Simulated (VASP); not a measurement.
# SiC (P6_3mc) in VASP: single point with slater exchange, lda correlation

Aim: the single point of SiC with slater exchange, lda correlation.

Program: VASP 6.6.1. These are calculated values, not measurements. Logs are shortened: lines on timing, memory, paths and dates and some standing lists are left out, and cuts for length are marked.

### Step 1. The cell of the first run

Symmetry: P6_3mc, No. 186, hexagonal system. Conventional cell: a = 3.076 Å, b = 3.076 Å, c = 5.048 Å, α = 90.00°, β = 90.00°, γ = 120.00°. Within 2.5 Å of Si (site symmetry 3m) lie 4 C at 1.87 to 1.94 Å. C (site symmetry 3m) has 4 Si at 1.87 to 1.94 Å within 2.5 Å.

### Step 2. Single point, slater exchange, lda correlation

INCAR reads:

```
SYSTEM = SiC
PREC = Accurate
ENCUT = 600
EDIFF = 1E-6
ISMEAR = 0
SIGMA = 0.01
LREAL = .False.
LASPH = .True.
NELM = 120
ALGO = Normal
ISIF = 2
LWAVE = .False.
LCHARG = .True.
GGA = LIBXC
LIBXC1 = LDA_X
LIBXC2 = LDA_C_PW
LELF = .True.
LVHAR = .True.
NBANDS = 16
GGA_COMPAT = .False.
```

KPOINTS reads:

```
Automatic mesh
0
Gamma
  6 6 3
  0 0 0
```

POSCAR reads:

```
SiC
1.0
    3.0760000000      0.0000000000      0.0000000000
   -1.5380000000      2.6638941400      0.0000000000
    0.0000000000      0.0000000000      5.0480000000
Si C
2 2
Direct
    0.3333333300      0.6666666700      0.0000000000
    0.6666666700      0.3333333300      0.5000000000
    0.3333333300      0.6666666700      0.3850000000
    0.6666666700      0.3333333300      0.8850000000
```

Potentials or basis: VASP PAW PBE potentials, release 64 (Si, C).

Launch:

```
$ cat potpaw_PBE.64/Si/POTCAR potpaw_PBE.64/C/POTCAR > POTCAR
$ mpirun -np 1 vasp_std > vasp.out
```

OUTCAR:

```text
SYSTEM = SiC
   PREC = Accurate
   ENCUT = 600
   EDIFF = 1E-6
   ISMEAR = 0
   LREAL = .False.
   LASPH = .True.
   NELM = 120
   ISIF = 2
   GGA = LIBXC

 ion  position               nearest neighbor table
   1  0.333  0.667  0.000-   4 1.87   4 1.87   4 1.87   3 1.94   2 3.09   2 3.09   2 3.09   2 3.09
                             2 3.09   2 3.09
   2  0.667  0.333  0.500-   3 1.87   3 1.87   3 1.87   4 1.94   1 3.09   1 3.09   1 3.09   1 3.09
                             1 3.09   1 3.09
   3  0.333  0.667  0.385-   2 1.87   2 1.87   2 1.87   1 1.94
   4  0.667  0.333  0.885-   1 1.87   1 1.87   1 1.87   2 1.94

  LATTYP: Found a hexagonal cell.
 ALAT       =     3.0760000000
 C/A-ratio  =     1.6410923277

  Lattice vectors:

 A1 = (   3.0760000000,   0.0000000000,   0.0000000000)
 A2 = (  -1.5380000000,   2.6638941400,   0.0000000000)
 A3 = (   0.0000000000,   0.0000000000,   5.0480000000)

Analysis of symmetry for initial positions (statically):
=====================================================================
 Subroutine PRICEL returns:
 Original cell was already a primitive cell.

 Routine SETGRP: Setting up the symmetry group for a
 hexagonal supercell.

 Subroutine GETGRP returns: Found 12 space group operations
 (whereof  6 operations were pure point group operations)
 out of a pool of 24 trial point group operations.

The static configuration has the point symmetry C_3v.
 The point group associated with its full space group is C_6v.

Analysis of symmetry for dynamics (positions and initial velocities):
=====================================================================
 Subroutine PRICEL returns:
 Original cell was already a primitive cell.

 Routine SETGRP: Setting up the symmetry group for a
 hexagonal supercell.

 Subroutine GETGRP returns: Found 12 space group operations
 (whereof  6 operations were pure point group operations)
 out of a pool of 24 trial point group operations.

The dynamic configuration has the point symmetry C_3v.
 The point group associated with its full space group is C_6v.

 Subroutine INISYM returns: Found 12 space group operations
 (whereof  6 operations are pure point group operations),
 and found     1 'primitive' translations

----------------------------------------------------------------------------------------

                                     Primitive cell

  volume of cell :      41.3640

  direct lattice vectors                    reciprocal lattice vectors
     3.076000000  0.000000000  0.000000000     0.325097529  0.187695146  0.000000000
    -1.538000000  2.663894140  0.000000000     0.000000000  0.375390292  0.000000000
     0.000000000  0.000000000  5.048000000     0.000000000  0.000000000  0.198098257

  length of vectors
     3.076000000  3.075999998  5.048000000     0.375390292  0.375390292  0.198098257

  position of ions in fractional coordinates (direct lattice)
     0.333333330  0.666666670  0.000000000
     0.666666670  0.333333330  0.500000000
     0.333333330  0.666666670  0.385000000
     0.666666670  0.333333330  0.885000000

  ion indices of the primitive-cell ions
   primitive index   ion index
                 1           1
                 2           2
                 3           3
                 4           4

----------------------------------------------------------------------------------------

 KPOINTS: Automatic mesh

Automatic generation of k-mesh.
 Grid dimensions read from file:
 generate k-points for:    6    6    3

 Generating k-lattice:

  Cartesian coordinates                     Fractional coordinates (reciprocal lattice)
     0.054182922  0.031282524  0.000000000     0.166666667  0.000000000  0.000000000
     0.000000000  0.062565049  0.000000000     0.000000000  0.166666667  0.000000000
     0.000000000  0.000000000  0.066032752     0.000000000  0.000000000  0.333333333

  Length of vectors
     0.062565049  0.062565049  0.066032752

  Shift w.r.t. Gamma in fractional coordinates (k-lattice)
     0.000000000  0.000000000  0.000000000

 Subroutine IBZKPT returns following result:
 ===========================================

 Found     14 irreducible k-points:

 Following reciprocal coordinates:
            Coordinates               Weight
  0.000000  0.000000  0.000000      1.000000
  0.166667 -0.000000  0.000000      6.000000
  0.333333  0.000000  0.000000      6.000000
  0.500000  0.000000  0.000000      3.000000
  0.166667  0.166667  0.000000      6.000000
  0.333333  0.166667  0.000000     12.000000
  0.333333  0.333333  0.000000      2.000000
  0.000000  0.000000  0.333333      2.000000
  0.166667 -0.000000  0.333333     12.000000
  0.333333  0.000000  0.333333     12.000000
  0.500000  0.000000  0.333333      6.000000
  0.166667  0.166667  0.333333     12.000000
  0.333333  0.166667  0.333333     24.000000
  0.333333  0.333333  0.333333      4.000000
   k-points           NKPTS =     14   k-points in BZ     NKDIM =     14   number of bands    NBANDS=     16
   number of dos      NEDOS =    301   number of ions     NIONS =      4
   total plane-waves  NPLWV =  31360
   dimension x,y,z NGX =    28 NGY =   28 NGZ =   40
   dimension x,y,z NGXF=    56 NGYF=   56 NGZF=   80
   ions per type =               2   2
   NGX,Y,Z   is equivalent  to a cutoff of  15.13, 15.13, 13.17 a.u.
   NGXF,Y,Z  is equivalent  to a cutoff of  30.27, 30.27, 26.35 a.u.
 SYSTEM =  SiC
   PREC   = accura    normal or accurate (medium, high low for compatibility)
   ISTART =      0    job   : 0-new  1-cont  2-samecut
   ICHARG =      2    charge: 1-file 2-atom 10-const
   ISPIN  =      1    spin polarized calculation?
   LNONCOLLINEAR =      F non collinear calculations
   LSORBIT =      F    spin-orbit coupling
   LASPH  =      T    aspherical Exc in radial PAW
   ENCUT  =  600.0 eV  44.10 Ry    6.64 a.u.   6.14  6.14 10.08*2*pi/ulx,y,z
   NELM   =    120;   NELMIN=  2; NELMDL= -5     # of ELM steps
   EDIFF  = 0.1E-05   stopping-criterion for ELM
   LREAL  =      F    real-space projection
   EDIFFG = 0.1E-04   stopping-criterion for IOM
   NSW    =      0    number of steps for IOM
   IBRION =     -1    ionic relax: 0-MD 1-quasi-New 2-CG
   NFREE  =      0    steps in history (QN), initial steepest desc. (CG)
   ISIF   =      2    stress and relaxation
   ISYM   =      2    0-nonsym 1-usesym 2-fastsym
   POTIM  = 0.5000    time-step for ionic-motion
   TEBEG  =    0.0;   TEEND  =   0.0 temperature during run
   PSTRESS=    0.0 pullay stress
   NELECT =      16.0000    total number of electrons
   NUPDOWN=      -1.0000    fix difference up-down
   EMIN   =  10.00;   EMAX   =-10.00  energy-range for DOS
   EFERMI =   0.00;   METHOD = LEGACY
   ISMEAR =     0;   SIGMA  =   0.01  broadening in eV -4-tet -1-fermi 0-gaus
   EFERMI_NEDOS =   21; number of points for ismear=-14 and -15
   IALGO  =     38    algorithm
   IMIX   =      4    mixing-type and parameters
     AMIX     =   0.40;   BMIX     =  1.00
     AMIX_MAG =   1.60;   BMIX_MAG =  1.00
  volume/ion in A,a.u.               =      10.34        69.78
  Fermi-wavevector in a.u.,A,eV,Ry     =   1.192817  2.254098 19.358549  1.422813
  Thomas-Fermi vector in A             =   2.328847
   LORBIT       =      0    0 simple, 1 ext, 2 COOP (PROOUT), +10 PAW based schemes
   GGA     = LIBXC    functional components
   LHFCALC =     F    Hartree Fock is set to
   AEXX    =    0.0000 exact exchange contribution
   IVDW    =     0    specifies the selected vdW correction
   LEPSILON=     F    determine dielectric tensor
   LRPA    =     F    only Hartree local field effects (RPA)
 non-spin polarized calculation
 Gauss-broadening in eV      SIGMA  =   0.01
  energy-cutoff  :      600.00
  volume of cell :       41.36
 maximum number of plane-waves:      1404
 NGX is ok and might be reduce to    28
   NGX = 13   NGY = 13   NGZ = 21

 number of electron      16.0000001 magnetization

 Free energy of the ion-electron system (eV)
  ---------------------------------------------------
  ext. energy  EPLUGINS =         0.00000000
  ---------------------------------------------------
  free energy    TOTEN  =       -33.12027687 eV

  energy without entropy =      -33.12027687  energy(sigma->0) =      -33.12027687

 E-fermi :   8.2836     XC(G=0): -11.5384

 val. band max:        8.2127648762   @ k =   0.0000   0.0000   0.0000
 cond. band min:      10.4114561179   @ k =   0.3333   0.3333   0.0000
 fundamental gap:      2.1986912417
 Fermi energy:         8.2836253127

 k-point     1 :       0.0000    0.0000    0.0000
  band No.  band energies     occupation
      1      -7.4481      2.00000
      2      -3.8906      2.00000
      3      -0.5238      2.00000
      4       6.6522      2.00000
      5       6.6522      2.00000
      6       7.9413      2.00000
[... 8 lines left out ...]
     15      16.8233      0.00000
     16      19.3759      0.00000

 k-point     2 :       0.1667   -0.0000    0.0000
  band No.  band energies     occupation
      1      -6.9663      2.00000
      2      -3.4790      2.00000
      3      -0.0814      2.00000
      4       4.4912      2.00000
      5       5.9657      2.00000
      6       6.3968      2.00000
[... 8 lines left out ...]
     15      17.4771      0.00000
     16      17.8498      0.00000

 k-point     3 :       0.3333    0.0000    0.0000
  band No.  band energies     occupation
      1      -5.5841      2.00000
      2      -2.4726      2.00000
      3       0.6789      2.00000
      4       1.8080      2.00000
      5       3.6110      2.00000
      6       5.0198      2.00000
[... 8 lines left out ...]
     15      18.7823      0.00000
     16      19.8621      0.00000
[... 172 lines left out ...]
 k-point    13 :       0.3333    0.1667    0.3333
  band No.  band energies     occupation
      1      -3.8898      2.00000
      2      -2.7699      2.00000
      3       0.1548      2.00000
      4       1.2007      2.00000
      5       3.3430      2.00000
      6       4.4946      2.00000
[... 8 lines left out ...]
     15      19.5302      0.00000
     16      19.8810      0.00000

 k-point    14 :       0.3333    0.3333    0.3333
  band No.  band energies     occupation
      1      -2.6400      2.00000
      2      -2.6400      2.00000
      3       0.5429      2.00000
      4       0.5429      2.00000
      5       1.7164      2.00000
      6       3.0378      2.00000
[... 8 lines left out ...]
     15      19.6588      0.00000
     16      20.2282      0.00000

------------------------ aborting loop because EDIFF is reached ----------------------------------------

  FORCE on cell =-STRESS in cart. coord.  units (eV):
  Direction    XX          YY          ZZ          XY          YZ          ZX
  --------------------------------------------------------------------------------------
  -------------------------------------------------------------------------------------
  Total       -0.3515653     -0.3515653     -1.4783774      0.0000000      0.0000000      0.0000000
  in kB      -13.6173921    -13.6173921    -57.2628911      0.0000000      0.0000000      0.0000000
  external PRESSURE =     -28.1658918 kB  Pullay stress =       0.0000000 kB

 VOLUME and BASIS-vectors are now :
 -----------------------------------------------------------------------------
  energy-cutoff  :      600.00
  volume of cell :       41.36
      direct lattice vectors                 reciprocal lattice vectors
     3.076000000  0.000000000  0.000000000     0.325097529  0.187695146  0.000000000
    -1.538000000  2.663894140  0.000000000     0.000000000  0.375390292  0.000000000
     0.000000000  0.000000000  5.048000000     0.000000000  0.000000000  0.198098257

 POSITION                                       TOTAL-FORCE (eV/Angst)
 -----------------------------------------------------------------------------------
     -0.00000      1.77593      0.00000        -0.000000     -0.000000      0.739466
      1.53800      0.88796      2.52400         0.000000     -0.000000      0.739466
     -0.00000      1.77593      1.94348         0.000000      0.000000     -0.739466
      1.53800      0.88796      4.46748        -0.000000     -0.000000     -0.739466
 -----------------------------------------------------------------------------------
    total drift:                               -0.000004      0.000002     -0.000182

  FREE ENERGIE OF THE ION-ELECTRON SYSTEM (eV)
  ---------------------------------------------------
  free  energy   TOTEN  =       -33.1202768738 eV

  energy  without entropy=      -33.1202768738  energy(sigma->0) =      -33.12027687
```

It took 33 s on 1 thread of AMD EPYC, shared host; peak memory 0.14 GiB.

What came out:

| Quantity | Value |
| --- | --- |
| Free energy | -33.1203 eV |
| Pressure | -2.8 GPa |
| Largest force | 0.739 eV/Å |
| Band gap on the k mesh | 2.20 eV (least direct gap 3.99 eV) |

Forces in eV/Å, atoms in the order of the input:
```
Si   0.000  0.000  0.739
Si   0.000  0.000  0.739
C    0.000  0.000 -0.739
C    0.000  0.000 -0.739
```

Caveat: the PAW data sets were made with another functional, which shifts forces and pressure a little. A k mesh can miss the band edges.
